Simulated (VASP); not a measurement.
Runs of VASP 6.6.1 on Br. The structure is that of space group P6/mmm (No. 191), or close to it. The cells are those of the table. The cell was generated, and may not be a known phase.

| task | cell | k mesh | cutoff (eV) | gap on the mesh (eV) | pressure (GPa) | relaxed volume (Å³/atom) |
| --- | --- | --- | --- | --- | --- | --- |
| single point | a = 4.911, b = 4.911, c = 4.755 Å, angles 90.0, 90.0, 120.0°, 2 atoms | 12 × 12 × 12 | 520 | none | 0.0 | - |
| relaxation of cell and atoms | relaxed from a = 4.899, b = 4.899, c = 4.450 Å, angles 90.0, 90.0, 120.0°, 2 atoms | 12 × 12 × 12 | 600 | none | 0.0 | 48.99 |
| relaxation of cell and atoms | relaxed from a = 4.335, b = 4.335, c = 4.190 Å, angles 90.0, 90.0, 120.0°, 2 atoms | 6 × 6 × 4 | 600 | none | 0.0 | 48.74 |
| single point | a = 4.335, b = 4.335, c = 4.190 Å, angles 90.0, 90.0, 120.0°, 2 atoms | 6 × 6 × 4 | 520 | none | (b) | - |
| single point | a = 4.899, b = 4.899, c = 4.450 Å, angles 90.0, 90.0, 120.0°, 2 atoms | 6 × 6 × 4 | 520 | none | 0.1 | - |
| relaxation of cell and atoms | relaxed from a = 4.911, b = 4.911, c = 4.755 Å, angles 90.0, 90.0, 120.0°, 2 atoms | 12 × 12 × 12 | 600 | none | 0.0 | (a) |

Alike in all rows: level PBE; potentials or basis VASP PAW PBE potentials, release 64 (Br); no spin polarisation; smearing gaussian 0.1 eV.

Task: Estimate the missing entries.

Result: (a) 49.65; (b) 13.1.

Caveats: some runs use coarse meshes; this functional lacks dispersion, which binds layers or chains, so the pressure and a relaxed spacing across them are unreliable; the volume moved by over 15 % at a fixed basis, so the end points are rough (at least some runs).

A k mesh can miss the band edges, and the runs leave out spin-orbit coupling on Br.

A gap of «none» marks levels without a gap at the run's occupations.
